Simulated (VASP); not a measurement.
Write the native input for VASP 6.6.1 that does the following.

- Task: single point
- Functional: RPBE
- Potentials or basis: VASP PAW PBE potentials, release 64 (Ba_sv, Ti_sv, O)
- Cutoff: 520 eV
- k mesh: 7 × 7 × 7
- Occupations: fermi-dirac, width 0.05 eV
- Spin: no spin polarisation
- Dipole correction: no
- Further INCAR settings: ALGO = Normal; EDIFF = 1e-07; NBANDS = 28

The structure of BaTiO3 lies in POSCAR:

```
BaTiO3
1.0
    2.8276681600      1.6325549700      2.3177316100
   -2.8276681600      1.6325549700      2.3177316100
    0.0000000000     -3.2651099400      2.3177316100
Ba Ti O
1 1 3
Direct
    0.0334731600      0.9884685300      0.0018377600
    0.5061032600      0.5274847800      0.5372321600
    0.4862471500      0.4971470800      0.9711514600
    0.4740898700      0.9864150100      0.4720123700
    0.9787865600      0.4791845900      0.4964662400
```

The input as run:

INCAR

```
PREC = Accurate
ENCUT = 520
EDIFF = 1E-7
ISMEAR = -1
SIGMA = 0.05
LREAL = F
LASPH = T
NELM = 80
ALGO = Normal
ISIF = 2
LWAVE = F
LCHARG = F
GGA = RP
NBANDS = 28
```

KPOINTS

```
regular mesh
0
Gamma
  7 7 7
```

Potentials or basis: VASP PAW PBE potentials, release 64 (Ba_sv, Ti_sv, O).

Run with:

```sh
$ cat potpaw_PBE.64/Ba_sv/POTCAR potpaw_PBE.64/Ti_sv/POTCAR potpaw_PBE.64/O/POTCAR > POTCAR
$ mpirun -np 1 vasp_std > vasp.out
```

Results of the run:

```yaml
Pressure: 15.6 GPa
Largest_force: 2.313 eV/Å
Band_gap_on_the_k_mesh: 2.79 eV (least direct gap 3.34 eV)
```

Caveat: the cell stands under pressure; the PAW data sets were made with another functional, which shifts forces and pressure a little; spin-orbit coupling is left out, which moves the levels of the heavy elements; an odd mesh through Γ misses points on the zone boundary, where band edges can lie.

It took 4 min on 1 thread of Intel(R) Xeon(R) 6975P-C (Granite Rapids) (shared host), peak memory 0.39 GiB.
